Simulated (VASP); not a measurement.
Wanted: the native input for a VASP 6.6.1 run.

| Item | Value |
| --- | --- |
| Task | single point |
| Functional | PBEsol |
| Potentials or basis | VASP PAW PBE potentials, release 64 (Be, Ag) |
| Cutoff | 520 eV |
| k mesh | 18 × 18 × 6 |
| Occupations | fermi-dirac, width 0.15 eV |
| Spin | no spin polarisation |
| Dipole correction | no |
| Further INCAR settings | ALGO = Normal; EDIFF = 1e-06; NBANDS = 16 |

The structure of Be3Ag lies in POSCAR:

```
Be3Ag
1.0
    2.6080267696      0.0000000000      0.0000000000
   -1.3040133848      2.2586174362      0.0000000000
    0.0000000000      0.0000000000      7.5169620648
Be Ag
3 1
Direct
    0.0000000000      0.0000000000      0.5000000000
    0.6666666667      0.3333333333      0.2739719862
    0.6666666667      0.3333333333      0.7260280138
    0.0000000000      0.0000000000      0.0000000000
```

These files were run (other wordings do the same):

INCAR

```
SYSTEM = Be3Ag
  PREC = Accurate
  ENCUT = 520
  EDIFF = 1E-6
  ISMEAR = -1
  SIGMA = 0.15
  LREAL = .False.
  LASPH = .True.
  NELM = 80
  ALGO = Normal
  ISIF = 2
  LWAVE = .False.
  LCHARG = .False.
  GGA = PS
  NBANDS = 16
```

KPOINTS

```
Automatic mesh
0
Gamma
  18 18 6
  0 0 0
```

Potentials or basis: VASP PAW PBE potentials, release 64 (Be, Ag).

Launch:

```sh
$ cat potpaw_PBE.64/Be/POTCAR potpaw_PBE.64/Ag/POTCAR > POTCAR
$ mpirun -np 1 vasp_std > vasp.out
```

It gave:

| Item | Value |
| --- | --- |
| Pressure | -0.1 GPa |
| Largest force | 0.010 eV/Å |
| Band gap on the k mesh | zero (an odd number of electrons rules out a gap without spin polarisation) |

Caveat: the PAW data sets were made with another functional, which shifts forces and pressure a little.

Run time: 49 s on 1 thread of Intel(R) Xeon(R) Platinum 8559C (Emerald Rapids), on a shared host, peak memory 0.23 GiB.
